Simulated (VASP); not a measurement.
# SnTe (wurtzite type) (P6_3mc) in VASP: relaxation of cell and atoms with PBE

Aim: the relaxation of cell and atoms of SnTe (wurtzite type) with PBE.

Everything below comes from runs of VASP 6.6.1. Logs are shortened: lines on timing, memory, paths and dates and some standing lists are left out, and cuts for length are marked.

### 1 The cell of the first run

It takes space group P6_3mc (No. 186, hexagonal). The conventional cell has a = 4.510 Å, b = 4.510 Å, c = 7.351 Å, α = 90.00°, β = 90.00°, γ = 120.00°. Within 3.6 Å of Sn (site symmetry 3m) lie 4 Te at 2.76 Å. Te (site symmetry 3m) has 4 Sn at 2.76 Å within 3.6 Å.

### 2 Relaxation of cell and atoms, PBE, target pressure 8.5 GPa, at which the enthalpy is minimised

The input, INCAR:

```
PREC = Accurate
ENCUT = 600
EDIFF = 1E-6
ISMEAR = -1
SIGMA = 0.1
LREAL = False
LASPH = True
NELM = 80
ALGO = Normal
ISIF = 3
LWAVE = False
LCHARG = False
GGA = PE
IBRION = 2
NSW = 60
EDIFFG = -0.005
PSTRESS = 85.0
```

The input, KPOINTS:

```
Automatic mesh
0
Gamma
  9 9 5
```

The input, POSCAR:

```
SnTe
1.0
    4.5098413317      0.0000000000      0.0000000000
   -2.2549206658      3.9056371603      0.0000000000
    0.0000000000      0.0000000000      7.3510413707
Sn Te
2 2
Direct
    0.3333333333      0.6666666667      0.0000000000
    0.6666666667      0.3333333333      0.5000000000
    0.3333333333      0.6666666667      0.3760000000
    0.6666666667      0.3333333333      0.8760000000
```

Potentials or basis: VASP PAW PBE potentials, release 64 (Sn_d, Te).

Started as:

```console
cat potpaw_PBE.64/Sn_d/POTCAR potpaw_PBE.64/Te/POTCAR > POTCAR
mpirun -np 1 vasp_std > vasp.out
```

OUTCAR:

```text
PREC = Accurate
   ENCUT = 600
   EDIFF = 1E-6
   ISMEAR = -1
   LREAL = False
   LASPH = True
   NELM = 80
   ISIF = 3
   GGA = PE
   IBRION = 2
   NSW = 60
   EDIFFG = -0.005
   PSTRESS = 85.0

 ion  position               nearest neighbor table
   1  0.333  0.667  0.000-   4 2.76   4 2.76   4 2.76   3 2.76
   2  0.667  0.333  0.500-   3 2.76   3 2.76   3 2.76   4 2.76
   3  0.333  0.667  0.376-   2 2.76   2 2.76   2 2.76   1 2.76
   4  0.667  0.333  0.876-   1 2.76   1 2.76   1 2.76   2 2.76

  LATTYP: Found a hexagonal cell.
 ALAT       =     4.5098413317
 C/A-ratio  =     1.6300000000

  Lattice vectors:

 A1 = (   4.5098413317,   0.0000000000,   0.0000000000)
 A2 = (  -2.2549206658,   3.9056371603,   0.0000000000)
 A3 = (   0.0000000000,   0.0000000000,   7.3510413707)

Analysis of symmetry for initial positions (statically):
=====================================================================
 Subroutine PRICEL returns:
 Original cell was already a primitive cell.

 Routine SETGRP: Setting up the symmetry group for a
 hexagonal supercell.

 Subroutine GETGRP returns: Found 12 space group operations
 (whereof  6 operations were pure point group operations)
 out of a pool of 24 trial point group operations.

The static configuration has the point symmetry C_3v.
 The point group associated with its full space group is C_6v.

Analysis of symmetry for dynamics (positions and initial velocities):
=====================================================================
 Subroutine PRICEL returns:
 Original cell was already a primitive cell.

 Routine SETGRP: Setting up the symmetry group for a
 hexagonal supercell.

 Subroutine GETGRP returns: Found 12 space group operations
 (whereof  6 operations were pure point group operations)
 out of a pool of 24 trial point group operations.

The dynamic configuration has the point symmetry C_3v.
 The point group associated with its full space group is C_6v.

 Subroutine INISYM returns: Found 12 space group operations
 (whereof  6 operations are pure point group operations),
 and found     1 'primitive' translations

----------------------------------------------------------------------------------------

                                     Primitive cell

  volume of cell :     129.4798

  direct lattice vectors                    reciprocal lattice vectors
     4.509841332  0.000000000  0.000000000     0.221737291  0.128020085  0.000000000
    -2.254920666  3.905637160  0.000000000     0.000000000  0.256040169  0.000000000
     0.000000000  0.000000000  7.351041371     0.000000000  0.000000000  0.136035148

  length of vectors
     4.509841332  4.509841332  7.351041371     0.256040169  0.256040169  0.136035148

  position of ions in fractional coordinates (direct lattice)
     0.333333333  0.666666667  0.000000000
     0.666666667  0.333333333  0.500000000
     0.333333333  0.666666667  0.376000000
     0.666666667  0.333333333  0.876000000

  ion indices of the primitive-cell ions
   primitive index   ion index
                 1           1
                 2           2
                 3           3
                 4           4

----------------------------------------------------------------------------------------

 KPOINTS: Automatic mesh

Automatic generation of k-mesh.
 Grid dimensions read from file:
 generate k-points for:    9    9    5

 Generating k-lattice:

  Cartesian coordinates                     Fractional coordinates (reciprocal lattice)
     0.024637477  0.014224454  0.000000000     0.111111111  0.000000000  0.000000000
     0.000000000  0.028448908  0.000000000     0.000000000  0.111111111  0.000000000
     0.000000000  0.000000000  0.027207030     0.000000000  0.000000000  0.200000000

  Length of vectors
     0.028448908  0.028448908  0.027207030

  Shift w.r.t. Gamma in fractional coordinates (k-lattice)
     0.000000000  0.000000000  0.000000000

 Subroutine IBZKPT returns following result:
 ===========================================

 Found     36 irreducible k-points:

 Following reciprocal coordinates:
            Coordinates               Weight
  0.000000  0.000000  0.000000      1.000000
  0.111111  0.000000  0.000000      6.000000
  0.222222 -0.000000  0.000000      6.000000
  0.333333  0.000000  0.000000      6.000000
  0.444444 -0.000000  0.000000      6.000000
  0.111111  0.111111  0.000000      6.000000
[... 16 lines left out ...]
  0.333333  0.222222  0.200000     24.000000
  0.333333  0.333333  0.200000      4.000000
 [... further k-points ...]
   k-points           NKPTS =     36   k-points in BZ     NKDIM =     36   number of bands    NBANDS=     24
   number of dos      NEDOS =    301   number of ions     NIONS =      4
   total plane-waves  NPLWV =  77760
   dimension x,y,z NGX =    36 NGY =   36 NGZ =   60
   dimension x,y,z NGXF=    72 NGYF=   72 NGZF=  120
   ions per type =               2   2
   NGX,Y,Z   is equivalent  to a cutoff of  13.27, 13.27, 13.57 a.u.
   NGXF,Y,Z  is equivalent  to a cutoff of  26.54, 26.54, 27.14 a.u.
 SYSTEM =  unknown system
   PREC   = accura    normal or accurate (medium, high low for compatibility)
   ISTART =      0    job   : 0-new  1-cont  2-samecut
   ICHARG =      2    charge: 1-file 2-atom 10-const
   ISPIN  =      1    spin polarized calculation?
   LNONCOLLINEAR =      F non collinear calculations
   LSORBIT =      F    spin-orbit coupling
   LASPH  =      T    aspherical Exc in radial PAW
   ENCUT  =  600.0 eV  44.10 Ry    6.64 a.u.   9.01  9.01 14.68*2*pi/ulx,y,z
   NELM   =     80;   NELMIN=  2; NELMDL= -5     # of ELM steps
   EDIFF  = 0.1E-05   stopping-criterion for ELM
   LREAL  =      F    real-space projection
   EDIFFG = -.5E-02   stopping-criterion for IOM
   NSW    =     60    number of steps for IOM
   IBRION =      2    ionic relax: 0-MD 1-quasi-New 2-CG
   NFREE  =      1    steps in history (QN), initial steepest desc. (CG)
   ISIF   =      3    stress and relaxation
   ISYM   =      2    0-nonsym 1-usesym 2-fastsym
   POTIM  = 0.5000    time-step for ionic-motion
   TEBEG  =    0.0;   TEEND  =   0.0 temperature during run
   PSTRESS=   85.0 pullay stress
   NELECT =      40.0000    total number of electrons
   NUPDOWN=      -1.0000    fix difference up-down
   EMIN   =  10.00;   EMAX   =-10.00  energy-range for DOS
   EFERMI =   0.00;   METHOD = LEGACY
   ISMEAR =    -1;   SIGMA  =   0.10  broadening in eV -4-tet -1-fermi 0-gaus
   EFERMI_NEDOS =   21; number of points for ismear=-14 and -15
   IALGO  =     38    algorithm
   IMIX   =      4    mixing-type and parameters
     AMIX     =   0.40;   BMIX     =  1.00
     AMIX_MAG =   1.60;   BMIX_MAG =  1.00
  volume/ion in A,a.u.               =      32.37       218.44
  Fermi-wavevector in a.u.,A,eV,Ry     =   1.106694  2.091348 16.664024  1.224771
  Thomas-Fermi vector in A             =   2.243198
   LORBIT       =      0    0 simple, 1 ext, 2 COOP (PROOUT), +10 PAW based schemes
   GGA     = PE    functional components
   LHFCALC =     F    Hartree Fock is set to
   AEXX    =    0.0000 exact exchange contribution
   IVDW    =     0    specifies the selected vdW correction
   LEPSILON=     F    determine dielectric tensor
   LRPA    =     F    only Hartree local field effects (RPA)
 conjugate gradient relaxation of ions
 non-spin polarized calculation
  energy-cutoff  :      600.00
  volume of cell :      129.48
 maximum number of plane-waves:      4353
 NGX is ok and might be reduce to    36
   NGX = 17   NGY = 17   NGZ = 29

--------------------------------------- Ionic step        1  -------------------------------------------

 number of electron      39.9999994 magnetization

 Free energy of the ion-electron system (eV)
  ---------------------------------------------------
  ext. energy  EPLUGINS =         0.00000000
  ---------------------------------------------------
  free energy    TOTEN  =       -11.96269726 eV

  energy without entropy =      -11.91145819  energy(sigma->0) =      -11.93707773

------------------------ aborting loop because EDIFF is reached ----------------------------------------

  FORCE on cell =-STRESS in cart. coord.  units (eV):
  Direction    XX          YY          ZZ          XY          YZ          ZX
  --------------------------------------------------------------------------------------
  -------------------------------------------------------------------------------------
  Total       15.0987101     15.0987101     13.8863242      0.0000000      0.0000000      0.0000000
  in kB      186.8307702    186.8307702    171.8287612      0.0000000      0.0000000      0.0000000
  external PRESSURE =      96.8301005 kB  Pullay stress =      85.0000000 kB
[... 99 lines left out ...]
  FREE ENERGIE OF THE ION-ELECTRON SYSTEM (eV)
  ---------------------------------------------------
  free  energy   TOTEN  =       -13.5580312079 eV

  energy  without entropy=      -13.5381777814  energy(sigma->0) =      -13.54810449

  enthalpy is  TOTEN    =        -5.6330614474 eV   P V=        7.9249697605

 E-fermi :   5.6882     XC(G=0):  -8.5608

 val. band max:        5.4979796235   @ k =   0.3333   0.3333   0.4000
 cond. band min:       5.8975554297   @ k =   0.1111   0.0000   0.0000
 fundamental gap:      0.3995758062
 Fermi energy:         5.6881992351

 k-point     1 :       0.0000    0.0000    0.0000
  band No.  band energies     occupation
      1     -16.2584      2.00000
      2     -16.2579      2.00000
      3     -16.2579      2.00000
      4     -16.2574      2.00000
      5     -16.2574      2.00000
      6     -16.2356      2.00000
[... 637 lines left out ...]
     23       8.4105      0.00000
     24       8.9328      0.00000

 [... further k-points ...]

[... ionic steps 4 to 39 ...]

--------------------------------------- Ionic step       40  -------------------------------------------

 number of electron      39.9999984 magnetization

------------------------ aborting loop because EDIFF is reached ----------------------------------------

  FORCE on cell =-STRESS in cart. coord.  units (eV):
  Direction    XX          YY          ZZ          XY          YZ          ZX
  --------------------------------------------------------------------------------------
  -------------------------------------------------------------------------------------
  Total        7.2739632      7.2739632      7.2138179      0.0000000     -0.0000000     -0.0000000
  in kB       85.3888650     85.3888650     84.6828203      0.0000001     -0.0000000     -0.0000000
  external PRESSURE =       0.1535168 kB  Pullay stress =      85.0000000 kB
[... 65 lines left out ...]
  enthalpy is  TOTEN    =        -6.7545481993 eV   P V=        7.2402269843

--------------------------------------- Ionic step       42  -------------------------------------------

 number of electron      39.9999983 magnetization

 Free energy of the ion-electron system (eV)
  ---------------------------------------------------
  ext. energy  EPLUGINS =         0.00000000
  ---------------------------------------------------
  free energy    TOTEN  =       -13.99798356 eV

  energy without entropy =      -13.96578303  energy(sigma->0) =      -13.98188329

 E-fermi :   6.3110     XC(G=0):  -8.8198

 val. band max:        6.1661791573   @ k =   0.3333   0.3333   0.4000
 cond. band min:       6.4293799809   @ k =   0.1111   0.1111   0.0000
 fundamental gap:      0.2632008235
 Fermi energy:         6.3110213825

 k-point     1 :       0.0000    0.0000    0.0000
  band No.  band energies     occupation
      1     -15.6977      2.00000
      2     -15.6878      2.00000
      3     -15.6878      2.00000
      4     -15.6872      2.00000
      5     -15.6872      2.00000
      6     -15.6688      2.00000
[... 637 lines left out ...]
     23       9.0354      0.00000
     24       9.4594      0.00000

 [... further k-points ...]

------------------------ aborting loop because EDIFF is reached ----------------------------------------

  FORCE on cell =-STRESS in cart. coord.  units (eV):
  Direction    XX          YY          ZZ          XY          YZ          ZX
  --------------------------------------------------------------------------------------
  -------------------------------------------------------------------------------------
  Total        7.2388209      7.2388209      7.2420506      0.0000000     -0.0000000     -0.0000000
  in kB       84.9460352     84.9460353     84.9839345      0.0000001     -0.0000000     -0.0000000
  external PRESSURE =      -0.0413316 kB  Pullay stress =      85.0000000 kB
[... 19 lines left out ...]
  FREE ENERGIE OF THE ION-ELECTRON SYSTEM (eV)
  ---------------------------------------------------
  free  energy   TOTEN  =       -13.9979835575 eV

  energy  without entropy=      -13.9657830257  energy(sigma->0) =      -13.98188329

  enthalpy is  TOTEN    =        -6.7545639597 eV   P V=        7.2434195979

 reached required accuracy - stopping structural energy minimisation
```

It took 49 min on 1 thread of Intel Xeon Platinum 8488C (Sapphire Rapids), shared host; peak memory 0.36 GiB.

What came out:

* Free energy: -13.9980 eV
* Relaxed volume: 34.13 Å³/atom
* Relaxed cell: a = 5.088 Å, b = 5.088 Å, c = 6.090 Å, α = 90.00°, β = 90.00°, γ = 120.00°
* Space group after relaxing (to 0.1 Å): P6_3/mmc (No. 194)
* Energy change on relaxing (the run minimises the enthalpy): -508.8 meV/atom
* Ionic steps: 42
* Pressure after relaxing: 8.5 GPa
* Band gap on the k mesh: 0.26 eV (least direct gap 0.81 eV)

Step by step:
```tsv
step	energy change (eV)	largest force (eV/Å)	pressure (GPa)	volume (Å³)
1	0.0000	0.1277	18.18	129.48
3	-1.5953	0.0301	8.34	149.38
5	-1.5760	0.1143	8.50	148.93
7	-1.5403	1.0504	8.87	148.27
9	-1.5745	0.5617	8.63	148.68
11	-1.5830	0.6554	8.61	148.70
13	-1.6127	1.0639	8.55	148.65
15	-1.6182	1.7287	8.60	148.28
17	-1.6407	1.9326	8.50	148.33
19	-1.6742	2.2110	8.33	148.31
21	-1.8421	2.1373	7.56	148.29
23	-1.8526	2.0958	7.37	148.10
25	-2.1862	1.0776	6.27	146.63
27	-2.3332	0.0939	5.84	143.45
29	-2.1319	0.0780	7.67	138.58
31	-2.0434	0.1001	8.44	136.83
33	-2.0513	0.0815	8.37	136.93
35	-2.0535	0.0750	8.36	136.96
37	-2.0351	0.0476	8.51	136.56
39	-2.0303	0.0002	8.55	136.44
41	-2.0321	0.0001	8.54	136.47
42	-2.0353	0.0000	8.50	136.53
```

Final structure:
```yaml
crystal:
  lattice:
    - [5.08802, 0.00000, 0.00000]
    - [-2.54401, 4.40635, 0.00000]
    - [0.00000, 0.00000, 6.08986]
  atoms:
    - { symbol: Sn, position: [0.33333, 0.66667, 0.93801] }
    - { symbol: Sn, position: [0.66667, 0.33333, 0.43801] }
    - { symbol: Te, position: [0.33333, 0.66667, 0.43799] }
    - { symbol: Te, position: [0.66667, 0.33333, 0.93799] }
```

Levels at points of the mesh, in eV from the valence-band top:
```tsv
k point	band 18	band 19	band 20	band 21	band 22	band 23
(0.00, 0.00, 0.00)	-2.41	-2.41	-2.34	0.31	0.31	2.40
```

Caveat: the cell is relaxed towards a set pressure, so the run minimises the enthalpy, not the energy; semilocal functionals underestimate gaps, and a narrow one can read as zero; a cell axis changed by over 15 % at a fixed basis, so the end point is rough; spin-orbit coupling is left out, which moves the levels of the heavy elements. A k mesh can miss the band edges.
